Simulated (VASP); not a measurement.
# Nb (Im-3m) in VASP: a series of runs, part 2 of 2

VASP 6.6.1.

## (4) Single point, PBE

Contents of INCAR:

```
SYSTEM = Nb
PREC     = Accurate       ! precision mode
ENCUT    = 520            ! plane-wave cutoff, eV
EDIFF    = 1E-7           ! SCF threshold, eV
ISMEAR   = 1              ! smearing method
SIGMA    = 0.1            ! smearing width, eV
LREAL    = Auto         
LASPH    = .True.         ! aspherical terms in the spheres
NELM     = 60             ! most SCF steps
ALGO     = Normal         ! electronic algorithm
ISIF     = 2              ! what is computed and relaxed
LWAVE    = .False.        ! write WAVECAR
LCHARG   = .False.        ! write CHGCAR
GGA      = PE             ! functional
NBANDS   = 118            ! bands
```

Contents of KPOINTS:

```
regular mesh
0
Gamma
  5 5 5
  0 0 0
```

Contents of POSCAR:

```
Nb
1.0
    6.6171497896      0.0000000000      0.0000000000
    0.0000000000      6.6171497896      0.0000000000
    0.0000000000      0.0000000000      6.6171497896
Nb
16
Direct
    0.0000000000      0.0000000000      0.0000000000
    0.2500000000      0.2500000000      0.2500000000
    0.0000000000      0.0000000000      0.5000000000
    0.2500000000      0.2500000000      0.7500000000
    0.0000000000      0.5000000000      0.0000000000
    0.2500000000      0.7500000000      0.2500000000
    0.0000000000      0.5000000000      0.5000000000
    0.2500000000      0.7500000000      0.7500000000
    0.5000000000      0.0000000000      0.0000000000
    0.7500000000      0.2500000000      0.2500000000
    0.5000000000      0.0000000000      0.5000000000
    0.7500000000      0.2500000000      0.7500000000
    0.5000000000      0.5000000000      0.0000000000
    0.7500000000      0.7500000000      0.2500000000
    0.5000000000      0.5000000000      0.5000000000
    0.7500000000      0.7500000000      0.7500000000
```

Potentials or basis: VASP PAW PBE potentials, release 64 (Nb_sv).

Launch:

```
cat potpaw_PBE.64/Nb_sv/POTCAR > POTCAR
mpirun -np 1 vasp_std > vasp.out
```

OUTCAR:

```text
SYSTEM = Nb
   PREC = Accurate
   ENCUT = 520
   EDIFF = 1E-7
   ISMEAR = 1
   LREAL = Auto
   LASPH = .True.
   NELM = 60
   ISIF = 2
   GGA = PE

 ion  position               nearest neighbor table
   1  0.000  0.000  0.000-   2 2.87   4 2.87   6 2.87   8 2.87  10 2.87  12 2.87  14 2.87  16 2.87

   2  0.250  0.250  0.250-   1 2.87   3 2.87   5 2.87   7 2.87   9 2.87  11 2.87  13 2.87  15 2.87

   3  0.000  0.000  0.500-   2 2.87   4 2.87   6 2.87   8 2.87  10 2.87  12 2.87  14 2.87  16 2.87
[... 23 lines left out ...]
  15  0.500  0.500  0.500-   2 2.87   4 2.87   6 2.87   8 2.87  10 2.87  12 2.87  14 2.87  16 2.87

  16  0.750  0.750  0.750-   1 2.87   3 2.87   5 2.87   7 2.87   9 2.87  11 2.87  13 2.87  15 2.87

  LATTYP: Found a simple cubic cell.
 ALAT       =     6.6171497896

  Lattice vectors:

 A1 = (   6.6171497896,   0.0000000000,   0.0000000000)
 A2 = (   0.0000000000,   6.6171497896,   0.0000000000)
 A3 = (   0.0000000000,   0.0000000000,   6.6171497896)

Analysis of symmetry for initial positions (statically):
=====================================================================
 Subroutine PRICEL returns following result:

  LATTYP: Found a body centered cubic cell.
 ALAT       =     3.3085748948

  Lattice vectors:

 A1 = (   1.6542874474,   1.6542874474,  -1.6542874474)
 A2 = (  -1.6542874474,   1.6542874474,   1.6542874474)
 A3 = (   1.6542874474,  -1.6542874474,   1.6542874474)

  16 primitive cells build up your supercell.

 Routine SETGRP: Setting up the symmetry group for a
 simple cubic supercell.

 Subroutine GETGRP returns: Found 48 space group operations
 (whereof 48 operations were pure point group operations)
 out of a pool of 48 trial point group operations.

The static configuration has the point symmetry O_h .

Analysis of symmetry for dynamics (positions and initial velocities):
=====================================================================
 Subroutine PRICEL returns following result:

  LATTYP: Found a body centered cubic cell.
 ALAT       =     3.3085748948

  Lattice vectors:

 A1 = (   1.6542874474,   1.6542874474,  -1.6542874474)
 A2 = (  -1.6542874474,   1.6542874474,   1.6542874474)
 A3 = (   1.6542874474,  -1.6542874474,   1.6542874474)

  16 primitive cells build up your supercell.

 Routine SETGRP: Setting up the symmetry group for a
 simple cubic supercell.

 Subroutine GETGRP returns: Found 48 space group operations
 (whereof 48 operations were pure point group operations)
 out of a pool of 48 trial point group operations.

The dynamic configuration has the point symmetry O_h .

 Subroutine INISYM returns: Found 48 space group operations
 (whereof 48 operations are pure point group operations),
 and found    16 'primitive' translations

----------------------------------------------------------------------------------------

                                     Primitive cell

  volume of cell :      18.1089

  direct lattice vectors                    reciprocal lattice vectors
     1.654287447  1.654287447 -1.654287447     0.302244934  0.302244934  0.000000000
    -1.654287447  1.654287447  1.654287447    -0.000000000  0.302244934  0.302244934
[... 44 lines left out ...]
  0.400000  0.200000  0.000000     24.000000
  0.400000  0.400000  0.000000     12.000000
  0.200000  0.200000  0.200000      8.000000
  0.400000  0.200000  0.200000     24.000000
  0.400000  0.400000  0.200000     24.000000
  0.400000  0.400000  0.400000      8.000000
   k-points           NKPTS =     10   k-points in BZ     NKDIM =     10   number of bands    NBANDS=    118
   number of dos      NEDOS =    301   number of ions     NIONS =     16
   total plane-waves  NPLWV = 125000
   dimension x,y,z NGX =    50 NGY =   50 NGZ =   50
   dimension x,y,z NGXF=   100 NGYF=  100 NGZF=  100
   ions per type =              16
   NGX,Y,Z   is equivalent  to a cutoff of  12.56, 12.56, 12.56 a.u.
   NGXF,Y,Z  is equivalent  to a cutoff of  25.12, 25.12, 25.12 a.u.
 SYSTEM =  Nb
   PREC   = accura    normal or accurate (medium, high low for compatibility)
   ISTART =      0    job   : 0-new  1-cont  2-samecut
   ICHARG =      2    charge: 1-file 2-atom 10-const
   ISPIN  =      1    spin polarized calculation?
   LNONCOLLINEAR =      F non collinear calculations
   LSORBIT =      F    spin-orbit coupling
   LASPH  =      T    aspherical Exc in radial PAW
   ENCUT  =  520.0 eV  38.22 Ry    6.18 a.u.  12.30 12.30 12.30*2*pi/ulx,y,z
   NELM   =     60;   NELMIN=  2; NELMDL= -5     # of ELM steps
   EDIFF  = 0.1E-06   stopping-criterion for ELM
   LREAL  =      T    real-space projection
   EDIFFG = 0.1E-05   stopping-criterion for IOM
   NSW    =      0    number of steps for IOM
   IBRION =     -1    ionic relax: 0-MD 1-quasi-New 2-CG
   NFREE  =      0    steps in history (QN), initial steepest desc. (CG)
   ISIF   =      2    stress and relaxation
   ISYM   =      2    0-nonsym 1-usesym 2-fastsym
   POTIM  = 0.5000    time-step for ionic-motion
   TEBEG  =    0.0;   TEEND  =   0.0 temperature during run
   PSTRESS=    0.0 pullay stress
   NELECT =     208.0000    total number of electrons
   NUPDOWN=      -1.0000    fix difference up-down
   EMIN   =  10.00;   EMAX   =-10.00  energy-range for DOS
   EFERMI =   0.00;   METHOD = LEGACY
   ISMEAR =     1;   SIGMA  =   0.10  broadening in eV -4-tet -1-fermi 0-gaus
   EFERMI_NEDOS =   21; number of points for ismear=-14 and -15
   IALGO  =     38    algorithm
   IMIX   =      4    mixing-type and parameters
     AMIX     =   0.40;   BMIX     =  1.00
     AMIX_MAG =   1.60;   BMIX_MAG =  1.00
  volume/ion in A,a.u.               =      18.11       122.21
  Fermi-wavevector in a.u.,A,eV,Ry     =   1.465857  2.770068 29.235343  2.148737
  Thomas-Fermi vector in A             =   2.581664
   LORBIT       =      0    0 simple, 1 ext, 2 COOP (PROOUT), +10 PAW based schemes
   GGA     = PE    functional components
   LHFCALC =     F    Hartree Fock is set to
   AEXX    =    0.0000 exact exchange contribution
   IVDW    =     0    specifies the selected vdW correction
   LEPSILON=     F    determine dielectric tensor
   LRPA    =     F    only Hartree local field effects (RPA)
 non-spin polarized calculation
 Methfessel and Paxton  Order N= 1 SIGMA  =   0.10
  energy-cutoff  :      520.00
  volume of cell :      289.74
 maximum number of plane-waves:      7813
 NGX is ok and might be reduce to    50
   NGX = 25   NGY = 25   NGZ = 25

 number of electron     208.0000025 magnetization

 Free energy of the ion-electron system (eV)
  ---------------------------------------------------
  ext. energy  EPLUGINS =         0.00000000
  ---------------------------------------------------
  free energy    TOTEN  =      -163.43895931 eV

  energy without entropy =     -163.44904025  energy(sigma->0) =     -163.44231963

 E-fermi :  11.0831     XC(G=0): -12.4725

 val. band max:       11.0701690992   @ k =   0.4000   0.4000   0.0000
 cond. band min:      11.0868084530   @ k =   0.2000   0.0000   0.0000
 fundamental gap:      0.0166393537
 Fermi energy:        11.0831241764

 k-point     1 :       0.0000    0.0000    0.0000
  band No.  band energies     occupation
      1     -43.2705      2.00000
      2     -43.0503      2.00000
      3     -43.0503      2.00000
      4     -43.0503      2.00000
      5     -43.0503      2.00000
      6     -43.0503      2.00000
[... 1179 lines left out ...]
    115      13.9705      0.00000
    116      14.1523      0.00000
 [bands above 116 left out]

------------------------ aborting loop because EDIFF is reached ----------------------------------------

  FORCE on cell =-STRESS in cart. coord.  units (eV):
  Direction    XX          YY          ZZ          XY          YZ          ZX
  --------------------------------------------------------------------------------------
  -------------------------------------------------------------------------------------
  Total       -0.0825785     -0.0825785     -0.0825785      0.0000000      0.0000000      0.0000000
  in kB       -0.4566304     -0.4566304     -0.4566304      0.0000000      0.0000000      0.0000000
  external PRESSURE =      -0.4566304 kB  Pullay stress =       0.0000000 kB

 VOLUME and BASIS-vectors are now :
 -----------------------------------------------------------------------------
  energy-cutoff  :      520.00
  volume of cell :      289.74
      direct lattice vectors                 reciprocal lattice vectors
     6.617149790  0.000000000  0.000000000     0.151122467  0.000000000  0.000000000
     0.000000000  6.617149790  0.000000000     0.000000000  0.151122467  0.000000000
     0.000000000  0.000000000  6.617149790     0.000000000  0.000000000  0.151122467

 POSITION                                       TOTAL-FORCE (eV/Angst)
 -----------------------------------------------------------------------------------
      0.00000      0.00000      0.00000        -0.000000      0.000000      0.000000
      1.65429      1.65429      1.65429         0.000000     -0.000000     -0.000000
      0.00000      0.00000      3.30857        -0.000000     -0.000000     -0.000000
      1.65429      1.65429      4.96286         0.000000      0.000000     -0.000000
      0.00000      3.30857      0.00000        -0.000000     -0.000000     -0.000000
      1.65429      4.96286      1.65429         0.000000      0.000000      0.000000
[... 8 lines left out ...]
      3.30857      3.30857      3.30857        -0.000000      0.000000     -0.000000
      4.96286      4.96286      4.96286        -0.000000     -0.000000      0.000000
 -----------------------------------------------------------------------------------
    total drift:                                0.000000     -0.000000     -0.000000

  FREE ENERGIE OF THE ION-ELECTRON SYSTEM (eV)
  ---------------------------------------------------
  free  energy   TOTEN  =      -163.4389593143 eV

  energy  without entropy=     -163.4490402533  energy(sigma->0) =     -163.44231963
```

It took 25 min on 1 thread of Intel Xeon 8259CL, shared host; peak memory 0.48 GiB.

What came out:

```yaml
Free_energy: -163.4390 eV
Pressure: 0.0 GPa
Band_gap_on_the_k_mesh: zero (bands 104 and 105 overlap by 1.83 eV)
```

## (5) The runs side by side

```tsv
level	k mesh	gap on the mesh (eV)	pressure (GPa)
PBE	3 × 3 × 3	none	-1.5
r2SCAN	3 × 3 × 3	none	-2.5
PBE	5 × 5 × 5	none	0.0
```

Alike in all rows: task single point; potentials or basis VASP PAW PBE potentials, release 64 (Nb_sv); no spin polarisation; cell as given; cutoff (eV) 520; smearing methfessel-paxton 0.1 eV.

The pressure there spans -2.5 GPa (r2SCAN) to 0.0 GPa (PBE); a positive pressure means that this level wants a larger cell, a negative one a smaller.

Caveats: the PAW data sets were made with another functional, which shifts forces and pressure a little (at least some runs).

Total energies depend on the potentials used, so only differences within one code and one set of settings carry meaning.

The gap in the log of VASP goes by the Fermi energy; the results here count the filled bands.